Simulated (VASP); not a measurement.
Set up this calculation in VASP 6.6.1, as the native input.

```
Task                   : single point
Functional             : PBE
Potentials or basis    : VASP PAW PBE potentials, release 64 (Ti_sv, Al)
Cutoff                 : 520 eV
k mesh                 : 12 × 12 × 8
Occupations            : gaussian, width 0.1 eV
Spin                   : no spin polarisation
Dipole correction      : no
Further INCAR settings : ALGO = Fast; EDIFF = 1e-07; NBANDS = 18
```

The structure of TiAl3 lies in POSCAR:

```
TiAl3
1.0
    3.8210206933      0.0000000000      0.0000000000
    0.0000000000      3.8210206933      0.0000000000
    0.0000000000      0.0000000000      5.3773324152
Ti Al
1 3
Direct
    0.0000000000      0.0000000000      0.5000000000
    0.5000000000      0.5000000000      0.0000000000
    0.5000000000      0.5000000000      0.5000000000
    0.0000000000      0.0000000000      0.0000000000
```

The input as run:

INCAR

```
SYSTEM = TiAl3
  ALGO = Fast
  EDIFF = 1E-7
  ENCUT = 520
  GGA = PE
  ISIF = 2
  ISMEAR = 0
  LASPH = .TRUE.
  LCHARG = .FALSE.
  LREAL = .FALSE.
  LWAVE = .FALSE.
  NBANDS = 18
  NELM = 60
  PREC = Accurate
  SIGMA = 0.1
```

KPOINTS

```
k-points
0
G
  12 12 8
  0 0 0
```

Potentials or basis: VASP PAW PBE potentials, release 64 (Ti_sv, Al).

The run is started by

```bash
$ cat potpaw_PBE.64/Ti_sv/POTCAR potpaw_PBE.64/Al/POTCAR > POTCAR
$ mpirun -np 1 vasp_std > vasp.out
```

It gave:

* Pressure: 0.0 GPa

Wall time 4 min on 1 thread of Intel(R) Xeon(R) Platinum 8488C (Sapphire Rapids), with other jobs on the host, peak memory 0.31 GiB.
